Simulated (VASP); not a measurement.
A run of VASP 6.6.1 is set up as follows.

File POSCAR:

```
Si2W
1.0
    3.3076318956      0.0000000000      0.0000000000
    0.0000000000      3.3076318956      0.0000000000
    0.0000000000      0.0000000000      7.7343872323
Si W
4 2
Direct
    0.0000000000      0.0000000000      0.3354944298
    0.5000000000      0.5000000000      0.1645055702
    0.5000000000      0.5000000000      0.8354944298
    0.0000000000      0.0000000000      0.6645055702
    0.0000000000      0.0000000000      0.0000000000
    0.5000000000      0.5000000000      0.5000000000
```

Contents of INCAR.step1:

```
SYSTEM = Si2W
PREC = Accurate
ENCUT = 520
ISMEAR = 0
SIGMA = 0.1
LREAL = .FALSE.
LASPH = .TRUE.
NELM = 80
NBANDS = 31
GGA = PE
ALGO = Normal
EDIFF = 1E-4
LWAVE = .TRUE.
LCHARG = .FALSE.
```

INCAR.step2

```
SYSTEM = Si2W
PREC = Accurate
ENCUT = 520
EDIFF = 1E-6
ISMEAR = 0
SIGMA = 0.1
LREAL = .FALSE.
LASPH = .TRUE.
NELM = 80
ALGO = Normal
ISIF = 2
LWAVE = .FALSE.
LCHARG = .FALSE.
METAGGA = R2SCAN
LMIXTAU = .TRUE.
NBANDS = 31
ISTART = 1
```

File KPOINTS:

```
regular mesh
0
G
  12 12 6
  0 0 0
```

Potentials or basis: VASP PAW PBE potentials, release 64 (Si, W_sv).

The run is started by

```console
$ cat potpaw_PBE.64/Si/POTCAR potpaw_PBE.64/W_sv/POTCAR > POTCAR
$ cp INCAR.step1 INCAR
$ mpirun -np 1 vasp_std > vasp.out
$ cp INCAR.step2 INCAR
$ mpirun -np 1 vasp_std > vasp.out
```

**Question.** Estimate the band gap on the k mesh.

**Answer.** Zero (band 22 reaches 11.74 eV, above the bottom of band 23 at 10.77 eV).

**Question.** Predict the pressure.

**Answer.** -9.2 GPa.

Forces on the atoms (eV/Å):
```
Si   0.000  0.000 -0.006
Si   0.000  0.000  0.006
Si   0.000  0.000 -0.006
Si   0.000  0.000  0.006
W    0.000  0.000  0.000
W    0.000  0.000  0.000
```

Caveat: the cell differs from its parent crystal (biaxial strain in the a-b plane: +3.0 %, then relaxed in part); the PAW data sets were made with another functional, which shifts forces and pressure a little; spin-orbit coupling is left out, which moves the levels of the heavy elements.
